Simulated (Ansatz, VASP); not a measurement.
## SnO2 in VASP and in Ansatz

```
Sn O
1.0
     3.15157    0.00000    0.00000
    -1.57578    2.72934    0.00000
     0.00000    0.00000   10.02948
Sn O
2 4
Cartesian
  -0.2047 0.0000 5.0147
  0.2047 0.0000 0.0000
  1.3682 0.9098 4.0155
  1.7833 0.9098 0.9993
  -0.2076 1.8196 6.0140
  0.2076 1.8196 9.0302
```

Change from the starting cell: mode 1 frozen in at -0.209 Å, equal normal strain along x, y and z -0.0083.

Alike in both runs: task single point; functional PBEsol; dispersion D3(BJ); k mesh 12 × 12 × 4; occupations gaussian, width 0.05 eV; no spin polarisation.

|  | VASP | Ansatz |
| --- | --- | --- |
| version | VASP 6.6.1 | Ansatz 0.2.0 |
| potentials or method | VASP PAW PBE potentials, release 64 (Sn_d, O), cutoff 520 eV | scalar-relativistic, plane waves, PAW |
| valence electrons in the cell | 52 | 52 |

|  | VASP | Ansatz | Ansatz less VASP |
| --- | --- | --- | --- |
| gap on the k mesh at the Fermi level (eV) | 2.32 | 2.34 | +0.019 |
| least direct gap on the mesh (eV) | 2.76 | 2.77 | +0.010 |
| pressure (GPa) | 4.7 | 3.9 | -0.77 |
| traceless stress, the component that is largest in VASP (GPa) | -2.26 | -1.81 | +0.456 |
| rms of the force components (eV/Å) | 0.181 | 0.149 | -0.0322 |

VASP's potentials were made for PBE, not for PBEsol, and Ansatz warns of the same on its side. Atom by atom the forces differ by 0.032 eV/Å (rms over components).
